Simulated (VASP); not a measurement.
# Cu: single point with PBE

Cu:

```
CELL_PARAMETERS angstrom
0.00000 1.63814 1.80750
1.97686 0.00000 1.80750
1.97686 1.63814 0.00000
ATOMIC_POSITIONS crystal
Cu 0.00000 0.00000 0.00000
```

This cell differs from its parent crystal: strain +0.0937 x Voigt [1, -1, 0, 0, 0, 0].

```json
{
 "Program": "VASP 6.6.1",
 "Task": "single point",
 "Functional": "PBE",
 "Potentials or basis": "VASP PAW PBE potentials, release 64 (Cu)",
 "Cutoff": "520 eV",
 "k mesh": "22 × 22 × 22",
 "Occupations": "gaussian, width 0.15 eV",
 "Spin": "no spin polarisation",
 "Dipole correction": "no",
 "Further INCAR settings": "ALGO = Fast; EDIFF = 1e-06; NBANDS = 12"
}
```

The pressure is 4.8 GPa.

Stress tensor (GPa, compression positive):
```
-2.14  0.00  0.00
 0.00  8.02  0.00
 0.00  0.00  8.60
```

Levels at points of the mesh, in eV from the Fermi level:
```
           k point  band 1  band 2  band 3  band 4  band 5  band 6  band 7  band 8  band 9  band 10
(0.00, 0.00, 0.00)   -9.41   -3.48   -2.95   -2.68   -2.59   -1.92   23.18   25.15   25.52    26.17
(0.50, 0.00, 0.00)   -5.11   -3.48   -2.68   -1.81   -1.51   -0.94    3.93   18.06   21.79    22.73
(0.50, 0.50, 0.00)   -4.94   -4.30   -1.84   -1.80   -1.24    1.44    7.10   13.48   13.80    18.07
(0.50, 0.00, 0.50)   -4.84   -4.51   -1.68   -1.67   -1.30    3.84    9.85   10.92   11.22    15.95
(0.00, 0.50, 0.50)   -5.08   -4.41   -1.66   -1.65   -1.46   -0.25    4.89   15.58   15.58    19.72
```

It took 6.4 min on 1 thread of AMD EPYC 7R13, with other jobs on the host, peak memory 0.28 GiB.

Caveat: the cell differs from its parent crystal (strain +0.0937 x Voigt [1, -1, 0, 0, 0, 0]).
